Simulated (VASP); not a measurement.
# CdS (zincblende type) (F-43m) in VASP: notebook

The runs below take CdS (zincblende type) through single point, relaxation of cell and atoms, with PBEsol.

Program: VASP 6.6.1. These are calculated values, not measurements. Logs are shortened: lines on timing, memory, paths and dates and some standing lists are left out, and cuts for length are marked.

## (1) The cell of the first run

The structure is cubic, space group F-43m (No. 216). The conventional cell has a = 5.665 Å, b = 5.665 Å, c = 5.665 Å, α = 90.00°, β = 90.00°, γ = 90.00°. Within 3.2 Å of Cd (site symmetry -43m) lie 4 S at 2.45 Å. S (site symmetry -43m) has 4 Cd at 2.45 Å within 3.2 Å.

## (2) Single point, PBEsol (volume scaled by 0.92, source ansatz)

The input, INCAR:

```
SYSTEM = CdS
ALGO = Normal
EDIFF = 1E-7
ENCUT = 520
GGA = PS
ISIF = 2
ISMEAR = -1
LASPH = .TRUE.
LCHARG = .FALSE.
LREAL = .FALSE.
LWAVE = .FALSE.
NBANDS = 16
NELM = 60
PREC = Accurate
SIGMA = 0.08
```

The input, KPOINTS:

```
k-points
0
G
  11 11 11
  0 0 0
```

The input, POSCAR:

```
CdS
1.0
    0.0000000000      2.8323704791      2.8323704791
    2.8323704791      0.0000000000      2.8323704791
    2.8323704791      2.8323704791      0.0000000000
Cd S
1 1
Direct
    0.0000000000      0.0000000000      0.0000000000
    0.2500000000      0.2500000000      0.2500000000
```

Potentials or basis: VASP PAW PBE potentials, release 64 (Cd, S).

Started as:

```console
$ cat potpaw_PBE.64/Cd/POTCAR potpaw_PBE.64/S/POTCAR > POTCAR
$ mpirun -np 1 vasp_std > vasp.out
```

OUTCAR:

```text
SYSTEM = CdS
   EDIFF = 1E-7
   ENCUT = 520
   GGA = PS
   ISIF = 2
   ISMEAR = -1
   LASPH = .TRUE.
   LREAL = .FALSE.
   NELM = 60
   PREC = Accurate

 ion  position               nearest neighbor table
   1  0.000  0.000  0.000-   2 2.45   2 2.45   2 2.45   2 2.45
   2  0.250  0.250  0.250-   1 2.45   1 2.45   1 2.45   1 2.45

  LATTYP: Found a face centered cubic cell.
 ALAT       =     5.6647409582

  Lattice vectors:

 A1 = (   0.0000000000,   2.8323704791,   2.8323704791)
 A2 = (   2.8323704791,   0.0000000000,   2.8323704791)
 A3 = (   2.8323704791,   2.8323704791,   0.0000000000)

Analysis of symmetry for initial positions (statically):
=====================================================================
 Subroutine PRICEL returns:
 Original cell was already a primitive cell.

 Routine SETGRP: Setting up the symmetry group for a
 face centered cubic supercell.

 Subroutine GETGRP returns: Found 24 space group operations
 (whereof 24 operations were pure point group operations)
 out of a pool of 48 trial point group operations.

The static configuration has the point symmetry T_d .

Analysis of symmetry for dynamics (positions and initial velocities):
=====================================================================
 Subroutine PRICEL returns:
 Original cell was already a primitive cell.

 Routine SETGRP: Setting up the symmetry group for a
 face centered cubic supercell.

 Subroutine GETGRP returns: Found 24 space group operations
 (whereof 24 operations were pure point group operations)
 out of a pool of 48 trial point group operations.

The dynamic configuration has the point symmetry T_d .

 Subroutine INISYM returns: Found 24 space group operations
 (whereof 24 operations are pure point group operations),
 and found     1 'primitive' translations

----------------------------------------------------------------------------------------

                                     Primitive cell

  volume of cell :      45.4444

  direct lattice vectors                    reciprocal lattice vectors
     0.000000000  2.832370479  2.832370479    -0.176530579  0.176530579  0.176530579
     2.832370479  0.000000000  2.832370479     0.176530579 -0.176530579  0.176530579
     2.832370479  2.832370479  0.000000000     0.176530579  0.176530579 -0.176530579

  length of vectors
     4.005576745  4.005576745  4.005576745     0.305759932  0.305759932  0.305759932

  position of ions in fractional coordinates (direct lattice)
     0.000000000  0.000000000  0.000000000
     0.250000000  0.250000000  0.250000000

  ion indices of the primitive-cell ions
   primitive index   ion index
                 1           1
                 2           2

----------------------------------------------------------------------------------------

 KPOINTS: k-points

Automatic generation of k-mesh.
 Grid dimensions read from file:
 generate k-points for:   11   11   11

 Generating k-lattice:

  Cartesian coordinates                     Fractional coordinates (reciprocal lattice)
    -0.016048234  0.016048234  0.016048234     0.090909091  0.000000000  0.000000000
     0.016048234 -0.016048234  0.016048234     0.000000000  0.090909091  0.000000000
     0.016048234  0.016048234 -0.016048234     0.000000000  0.000000000  0.090909091

  Length of vectors
     0.027796357  0.027796357  0.027796357

  Shift w.r.t. Gamma in fractional coordinates (k-lattice)
     0.000000000  0.000000000  0.000000000

 Subroutine IBZKPT returns following result:
 ===========================================

 Found     56 irreducible k-points:

 Following reciprocal coordinates:
            Coordinates               Weight
  0.000000  0.000000  0.000000      1.000000
  0.090909  0.000000  0.000000      8.000000
  0.181818  0.000000  0.000000      8.000000
  0.272727  0.000000  0.000000      8.000000
  0.363636  0.000000  0.000000      8.000000
  0.454545  0.000000  0.000000      8.000000
[... 16 lines left out ...]
 -0.272727  0.181818  0.000000     24.000000
 -0.181818  0.181818  0.000000     12.000000
 [... further k-points ...]
   k-points           NKPTS =     56   k-points in BZ     NKDIM =     56   number of bands    NBANDS=     16
   number of dos      NEDOS =    301   number of ions     NIONS =      2
   total plane-waves  NPLWV =  27000
   dimension x,y,z NGX =    30 NGY =   30 NGZ =   30
   dimension x,y,z NGXF=    60 NGYF=   60 NGZF=   60
   ions per type =               1   1
   NGX,Y,Z   is equivalent  to a cutoff of  12.45, 12.45, 12.45 a.u.
   NGXF,Y,Z  is equivalent  to a cutoff of  24.90, 24.90, 24.90 a.u.
 SYSTEM =  CdS
   PREC   = accura    normal or accurate (medium, high low for compatibility)
   ISTART =      0    job   : 0-new  1-cont  2-samecut
   ICHARG =      2    charge: 1-file 2-atom 10-const
   ISPIN  =      1    spin polarized calculation?
   LNONCOLLINEAR =      F non collinear calculations
   LSORBIT =      F    spin-orbit coupling
   LASPH  =      T    aspherical Exc in radial PAW
   ENCUT  =  520.0 eV  38.22 Ry    6.18 a.u.   7.45  7.45  7.45*2*pi/ulx,y,z
   NELM   =     60;   NELMIN=  2; NELMDL= -5     # of ELM steps
   EDIFF  = 0.1E-06   stopping-criterion for ELM
   LREAL  =      F    real-space projection
   EDIFFG = 0.1E-05   stopping-criterion for IOM
   NSW    =      0    number of steps for IOM
   IBRION =     -1    ionic relax: 0-MD 1-quasi-New 2-CG
   NFREE  =      0    steps in history (QN), initial steepest desc. (CG)
   ISIF   =      2    stress and relaxation
   ISYM   =      2    0-nonsym 1-usesym 2-fastsym
   POTIM  = 0.5000    time-step for ionic-motion
   TEBEG  =    0.0;   TEEND  =   0.0 temperature during run
   PSTRESS=    0.0 pullay stress
   NELECT =      18.0000    total number of electrons
   NUPDOWN=      -1.0000    fix difference up-down
   EMIN   =  10.00;   EMAX   =-10.00  energy-range for DOS
   EFERMI =   0.00;   METHOD = LEGACY
   ISMEAR =    -1;   SIGMA  =   0.08  broadening in eV -4-tet -1-fermi 0-gaus
   EFERMI_NEDOS =   21; number of points for ismear=-14 and -15
   IALGO  =     38    algorithm
   IMIX   =      4    mixing-type and parameters
     AMIX     =   0.40;   BMIX     =  1.00
     AMIX_MAG =   1.60;   BMIX_MAG =  1.00
  volume/ion in A,a.u.               =      22.72       153.34
  Fermi-wavevector in a.u.,A,eV,Ry     =   1.202280  2.271980 19.666910  1.445477
  Thomas-Fermi vector in A             =   2.338066
   LORBIT       =      0    0 simple, 1 ext, 2 COOP (PROOUT), +10 PAW based schemes
   GGA     = PS    functional components
   LHFCALC =     F    Hartree Fock is set to
   AEXX    =    0.0000 exact exchange contribution
   IVDW    =     0    specifies the selected vdW correction
   LEPSILON=     F    determine dielectric tensor
   LRPA    =     F    only Hartree local field effects (RPA)
 non-spin polarized calculation
  energy-cutoff  :      520.00
  volume of cell :       45.44
 maximum number of plane-waves:      1243
 NGX is ok and might be reduce to    30
   NGX = 15   NGY = 15   NGZ = 15

 number of electron      17.9999995 magnetization

 Free energy of the ion-electron system (eV)
  ---------------------------------------------------
  ext. energy  EPLUGINS =         0.00000000
  ---------------------------------------------------
  free energy    TOTEN  =        -6.73021191 eV

  energy without entropy =       -6.73020692  energy(sigma->0) =       -6.73020942

 E-fermi :   2.7149     XC(G=0):  -9.7975

 val. band max:        2.0164561626   @ k =   0.0000   0.0000   0.0000
 cond. band min:       3.2018006349   @ k =   0.0000   0.0000   0.0000
 fundamental gap:      1.1853444723
 Fermi energy:         2.7149074456

 k-point     1 :       0.0000    0.0000    0.0000
  band No.  band energies     occupation
      1     -10.9597      2.00000
      2      -6.0952      2.00000
      3      -6.0952      2.00000
      4      -6.0952      2.00000
      5      -5.4757      2.00000
      6      -5.4757      2.00000
[... 8 lines left out ...]
     15      13.5882      0.00000
     16      13.6909      0.00000

 k-point     2 :       0.0909    0.0000    0.0000
  band No.  band energies     occupation
      1     -10.9182      2.00000
      2      -6.0797      2.00000
      3      -6.0797      2.00000
      4      -6.0677      2.00000
      5      -5.4769      2.00000
      6      -5.4769      2.00000
[... 8 lines left out ...]
     15      13.1349      0.00000
     16      14.1066      0.00000

 k-point     3 :       0.1818    0.0000    0.0000
  band No.  band energies     occupation
      1     -10.8060      2.00000
      2      -6.0401      2.00000
      3      -6.0401      2.00000
      4      -5.9702      2.00000
      5      -5.4769      2.00000
      6      -5.4769      2.00000
[... 8 lines left out ...]
     15      12.6571      0.00000
     16      13.7781      0.00000

 k-point     4 :       0.2727    0.0000    0.0000
  band No.  band energies     occupation
      1     -10.6581      2.00000
      2      -5.9945      2.00000
      3      -5.9945      2.00000
      4      -5.7668      2.00000
      5      -5.4676      2.00000
      6      -5.4676      2.00000
[... 8 lines left out ...]
     15      12.7466      0.00000
     16      13.2262      0.00000
[... 324 lines left out ...]
 k-point    22 :      -0.3636    0.1818    0.0000
  band No.  band energies     occupation
      1     -10.3977      2.00000
      2      -5.9129      2.00000
      3      -5.8784      2.00000
      4      -5.4911      2.00000
      5      -5.4633      2.00000
      6      -5.0378      2.00000
[... 8 lines left out ...]
     15      13.8684      0.00000
     16      15.0848      0.00000

 k-point    23 :      -0.2727    0.1818    0.0000
  band No.  band energies     occupation
      1     -10.4858      2.00000
      2      -5.9232      2.00000
      3      -5.9188      2.00000
      4      -5.5581      2.00000
      5      -5.4942      2.00000
      6      -5.3093      2.00000
[... 8 lines left out ...]
     15      14.7957      0.00000
     16      15.1079      0.00000

 k-point    24 :      -0.1818    0.1818    0.0000
  band No.  band energies     occupation
      1     -10.6095      2.00000
      2      -5.9725      2.00000
      3      -5.9519      2.00000
      4      -5.7479      2.00000
      5      -5.5043      2.00000
      6      -5.4155      2.00000
[... 8 lines left out ...]
     15      13.8020      0.00000
     16      15.6043      0.00000

 [... further k-points ...]
[... 5 lines left out ...]
  --------------------------------------------------------------------------------------
  -------------------------------------------------------------------------------------
  Total        1.9212680      1.9212680      1.9212680     -0.0000000     -0.0000000      0.0000000
  in kB       67.7358162     67.7358162     67.7358162     -0.0000000     -0.0000000      0.0000000
  external PRESSURE =      67.7358162 kB  Pullay stress =       0.0000000 kB

 VOLUME and BASIS-vectors are now :
 -----------------------------------------------------------------------------
  energy-cutoff  :      520.00
  volume of cell :       45.44
      direct lattice vectors                 reciprocal lattice vectors
     0.000000000  2.832370479  2.832370479    -0.176530579  0.176530579  0.176530579
     2.832370479  0.000000000  2.832370479     0.176530579 -0.176530579  0.176530579
     2.832370479  2.832370479  0.000000000     0.176530579  0.176530579 -0.176530579

 POSITION                                       TOTAL-FORCE (eV/Angst)
 -----------------------------------------------------------------------------------
      0.00000      0.00000      0.00000         0.000000      0.000000      0.000000
      1.41619      1.41619      1.41619        -0.000000     -0.000000     -0.000000
 -----------------------------------------------------------------------------------
    total drift:                               -0.000001     -0.000001     -0.000001

  FREE ENERGIE OF THE ION-ELECTRON SYSTEM (eV)
  ---------------------------------------------------
  free  energy   TOTEN  =        -6.7302119123 eV

  energy  without entropy=       -6.7302069213  energy(sigma->0) =       -6.73020942
```

It took 63 s on 1 thread of Intel Xeon 8259CL, shared host; peak memory 0.19 GiB.

What came out:

* Free energy: -6.7302 eV
* Pressure: 6.8 GPa
* Band gap on the k mesh: 1.19 eV, direct

Levels at points of the mesh, in eV from the valence-band top:
| k point | band 5 | band 6 | band 7 | band 8 | band 9 | band 10 | band 11 | band 12 | band 13 | band 14 |
| --- | --- | --- | --- | --- | --- | --- | --- | --- | --- | --- |
| (0.00, 0.00, 0.00) | -7.49 | -7.49 | 0.00 | 0.00 | 0.00 | 1.19 | 6.40 | 6.40 | 6.40 | 11.57 |

Caveat: the cell differs from its parent crystal (volume scaled by 0.92, source ansatz); the PAW data sets were made with another functional, which shifts forces and pressure a little.

## (3) Single point, PBEsol

This run uses another cell than the first one, of 24.70 Å³/atom, 1.087 times its volume.

The input, INCAR:

```
PREC = Accurate ; ENCUT = 520
EDIFF = 1E-6 ; ISMEAR = -1
SIGMA = 0.08 ; LREAL = F
LASPH = T ; NELM = 100
ALGO = Normal ; ISIF = 2
LWAVE = F ; LCHARG = F
GGA = PS ; NBANDS = 16
```

The input, KPOINTS:

```
Automatic mesh
0
Gamma
  11 11 11
```

The input, POSCAR:

```
CdS
1.0
    0.0000000000      2.9121972232      2.9121972232
    2.9121972232      0.0000000000      2.9121972232
    2.9121972232      2.9121972232      0.0000000000
Cd S
1 1
Direct
    0.0000000000      0.0000000000      0.0000000000
    0.2500000000      0.2500000000      0.2500000000
```

Potentials or basis: VASP PAW PBE potentials, release 64 (Cd, S).

Started as:

```console
$ cat potpaw_PBE.64/Cd/POTCAR potpaw_PBE.64/S/POTCAR > POTCAR
$ mpirun -np 1 vasp_std > vasp.out
```

Wall time 44 s (1 thread of Intel Xeon 8259CL, shared host); peak memory 0.2 GiB.

Results (log left out):

| Quantity | Value |
| --- | --- |
| Free energy | -6.8135 eV |
| Pressure | 0.4 GPa |
| Band gap on the k mesh | 1.02 eV, direct |

Levels at points of the mesh, in eV from the valence-band top:
```tsv
k point	band 5	band 6	band 7	band 8	band 9	band 10	band 11	band 12	band 13	band 14
(0.00, 0.00, 0.00)	-7.25	-7.25	0.00	0.00	0.00	1.02	6.44	6.44	6.44	11.23
```

Caveat: the PAW data sets were made with another functional, which shifts forces and pressure a little. As with any semilocal functional, this PBEsol gap is likely too small.

## (4) Single point, PBEsol

This run uses another cell than the first one, of 24.70 Å³/atom, 1.087 times its volume.

The input, INCAR:

```
SYSTEM = CdS
ALGO = Normal
EDIFF = 1E-6
ENCUT = 520
GGA = PS
ISIF = 2
ISMEAR = -1
LASPH = .True.
LCHARG = .False.
LREAL = .False.
LWAVE = .False.
NBANDS = 16
NELM = 80
PREC = Accurate
SIGMA = 0.08
```

The input, KPOINTS:

```
k-points
0
Gamma
  11 11 11
  0 0 0
```

POSCAR is that of step 3.

Potentials or basis: VASP PAW PBE potentials, release 64 (Cd, S).

Started as:

```console
$ cat potpaw_PBE.64/Cd/POTCAR potpaw_PBE.64/S/POTCAR > POTCAR
$ mpirun -np 1 vasp_std > vasp.out
```

OUTCAR:

```text
SYSTEM = CdS
   EDIFF = 1E-6
   ENCUT = 520
   GGA = PS
   ISIF = 2
   ISMEAR = -1
   LASPH = .True.
   LREAL = .False.
   NELM = 80
   PREC = Accurate

 ion  position               nearest neighbor table
   1  0.000  0.000  0.000-   2 2.52   2 2.52   2 2.52   2 2.52
   2  0.250  0.250  0.250-   1 2.52   1 2.52   1 2.52   1 2.52

  LATTYP: Found a face centered cubic cell.
 ALAT       =     5.8243944464

  Lattice vectors:

 A1 = (   0.0000000000,   2.9121972232,   2.9121972232)
 A2 = (   2.9121972232,   0.0000000000,   2.9121972232)
 A3 = (   2.9121972232,   2.9121972232,   0.0000000000)

Analysis of symmetry for initial positions (statically):
=====================================================================
 Subroutine PRICEL returns:
 Original cell was already a primitive cell.

 Routine SETGRP: Setting up the symmetry group for a
 face centered cubic supercell.

 Subroutine GETGRP returns: Found 24 space group operations
 (whereof 24 operations were pure point group operations)
 out of a pool of 48 trial point group operations.

The static configuration has the point symmetry T_d .

Analysis of symmetry for dynamics (positions and initial velocities):
[... 153 lines left out ...]
  ---------------------------------------------------
  free energy    TOTEN  =        -6.81349463 eV

  energy without entropy =       -6.81348061  energy(sigma->0) =       -6.81348762

 E-fermi :   1.8730     XC(G=0):  -9.3993

 val. band max:        1.2498387689   @ k =   0.0000   0.0000   0.0000
 cond. band min:       2.2672981723   @ k =   0.0000   0.0000   0.0000
 fundamental gap:      1.0174594033
 Fermi energy:         1.8730307318

 k-point     1 :       0.0000    0.0000    0.0000
  band No.  band energies     occupation
      1     -11.1624      2.00000
      2      -6.4958      2.00000
      3      -6.4958      2.00000
      4      -6.4958      2.00000
      5      -6.0014      2.00000
      6      -6.0014      2.00000
[... 433 lines left out ...]
      3      -6.3777      2.00000
      4      -6.1802      2.00000
      5      -6.0227      2.00000
      6      -5.9511      2.00000
[... 8 lines left out ...]
     15      12.8008      0.00000
     16      14.6184      0.00000

 [... further k-points ...]
[... 5 lines left out ...]
  --------------------------------------------------------------------------------------
  -------------------------------------------------------------------------------------
  Total        0.1208507      0.1208507      0.1208507     -0.0000000      0.0000000     -0.0000000
  in kB        3.9198313      3.9198313      3.9198313     -0.0000000      0.0000000     -0.0000000
  external PRESSURE =       3.9198313 kB  Pullay stress =       0.0000000 kB

 VOLUME and BASIS-vectors are now :
 -----------------------------------------------------------------------------
  energy-cutoff  :      520.00
  volume of cell :       49.40
      direct lattice vectors                 reciprocal lattice vectors
     0.000000000  2.912197223  2.912197223    -0.171691668  0.171691668  0.171691668
     2.912197223  0.000000000  2.912197223     0.171691668 -0.171691668  0.171691668
     2.912197223  2.912197223  0.000000000     0.171691668  0.171691668 -0.171691668

 POSITION                                       TOTAL-FORCE (eV/Angst)
 -----------------------------------------------------------------------------------
      0.00000      0.00000      0.00000         0.000000      0.000000      0.000000
      1.45610      1.45610      1.45610        -0.000000     -0.000000     -0.000000
 -----------------------------------------------------------------------------------
    total drift:                               -0.000000     -0.000000     -0.000000

  FREE ENERGIE OF THE ION-ELECTRON SYSTEM (eV)
  ---------------------------------------------------
  free  energy   TOTEN  =        -6.8134946340 eV

  energy  without entropy=       -6.8134806144  energy(sigma->0) =       -6.81348762
```

stdout:

```text
POSCAR found type information on POSCAR CdS
 POSCAR found :  2 types and       2 ions
 scaLAPACK will be used
 -----------------------------------------------------------------------------
|                                                                             |
|                                                                             |
|     You enforced a specific xc type in the INCAR file but a different       |
|     I HOPE YOU KNOW WHAT YOU ARE DOING!                                     |
|                                                                             |
 -----------------------------------------------------------------------------

 LDA part: xc-table for (Slater+PW92), standard interpolation
 POSCAR, INCAR and KPOINTS ok, starting setup
 FFT: planning ... GRIDC
 FFT: planning ... GRID_SOFT
 FFT: planning ... GRID
 WAVECAR not read
 entering main loop
```

Wall time 39 s (1 thread of Intel Xeon 8259CL, shared host); peak memory 0.2 GiB.

What came out:

```yaml
Free_energy: -6.8135 eV
Pressure: 0.4 GPa
Band_gap_on_the_k_mesh: 1.02 eV, direct
```

Levels at points of the mesh, in eV from the valence-band top:
| k point | band 5 | band 6 | band 7 | band 8 | band 9 | band 10 | band 11 | band 12 | band 13 | band 14 |
| --- | --- | --- | --- | --- | --- | --- | --- | --- | --- | --- |
| (0.00, 0.00, 0.00) | -7.25 | -7.25 | 0.00 | 0.00 | 0.00 | 1.02 | 6.44 | 6.44 | 6.44 | 11.23 |

Caveat: the PAW data sets were made with another functional, which shifts forces and pressure a little.

(Part 1 of 2 ends here.)
